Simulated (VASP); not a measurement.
**SrCl2: single point with LDA**

Crystal: SrCl2.

```xyz
3
Lattice="1.8443 4.6107 4.6107 4.6107 1.8443 4.6107 4.6107 4.6107 1.8443" Properties=species:S:1:pos:R:3 pbc="T T T"
Sr    0.0000    0.0000    0.0000
Cl    2.7664    2.7664    2.7664
Cl    8.2993    8.2993    8.2993
```

This cell differs from its parent crystal: ratio of the length along [111] to the lengths across it x 2.0, volume and fractional coordinates fixed.

```
Program             : VASP 6.6.1
Task                : single point
Functional          : LDA
Potentials or basis : VASP PAW LDA potentials, release 64 (Sr_sv, Cl)
Cutoff              : 520 eV
k mesh              : 6 × 6 × 6
Occupations         : gaussian, width 0.05 eV
Spin                : no spin polarisation
```

```yaml
Pressure: 3.9 GPa
Largest_force: 0.188 eV/Å
Band_gap_on_the_k_mesh: 4.99 eV, indirect (least direct gap 5.39 eV)
```

Forces on the atoms (eV/Å):
```
Sr   0.000  0.000  0.000
Cl  -0.108 -0.108 -0.108
Cl   0.108  0.108  0.108
```

Stress tensor (GPa, compression positive):
```
 3.93 -1.84 -1.84
-1.84  3.93 -1.84
-1.84 -1.84  3.93
```

Levels at points of the mesh, in eV from the valence-band top:
| k point | band 10 | band 11 | band 12 | band 13 | band 14 | band 15 |
| --- | --- | --- | --- | --- | --- | --- |
| (0.00, 0.00, 0.00) | 0.00 | 0.00 | 0.00 | 5.75 | 6.86 | 6.86 |
| (0.50, 0.00, 0.00) | -0.94 | -0.43 | -0.24 | 5.33 | 8.69 | 8.80 |
| (0.50, 0.50, 0.00) | -0.73 | -0.41 | -0.40 | 4.99 | 7.97 | 8.62 |
| (0.50, 0.50, 0.50) | -0.80 | -0.08 | -0.08 | 6.58 | 6.94 | 6.94 |

It took 93 s on 1 thread of Intel(R) Xeon(R) Platinum 8259CL CPU @ 2.50GHz (Skylake/Cascade Lake), with other jobs on the host, peak memory 0.29 GiB.

 A k mesh can miss the band edges.
